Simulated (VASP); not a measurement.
Crystal: WSe2.

```
CELL_PARAMETERS angstrom
1.65107 0.95325 6.57965
-1.65107 0.95325 6.57965
0.00000 -1.90650 6.57965
ATOMIC_POSITIONS crystal
W 0.99998 0.99998 0.99998
Se 0.41765 0.41765 0.41765
Se 0.24903 0.24903 0.24903
```

Base run:

* Program: VASP 6.6.1
* Functional: r2SCAN
* Potentials or basis: VASP PAW PBE potentials, release 64 (W_sv, Se)
* Cutoff: 520 eV
* k mesh: 10 × 10 × 10
* Occupations: gaussian, width 0.01 eV
* Spin: no spin polarisation

Its results: band gap on the k mesh 1.20 eV (least direct gap 1.97 eV); pressure 1.6 GPa; largest force 0.006 eV/Å.

Task: The run is repeated on the same cell with these changes: functional from r2SCAN to PBE. What comes out?

Result: Band gap on the k mesh 1.08 eV (least direct gap 1.86 eV); pressure 3.6 GPa; largest force 0.322 eV/Å.

Caveats: spin-orbit coupling is left out, which moves the levels of the heavy elements; the PAW data sets were made with another functional, which shifts forces and pressure a little (at least some runs); the cell stands under pressure (at least some runs).

A k mesh can miss the band edges.
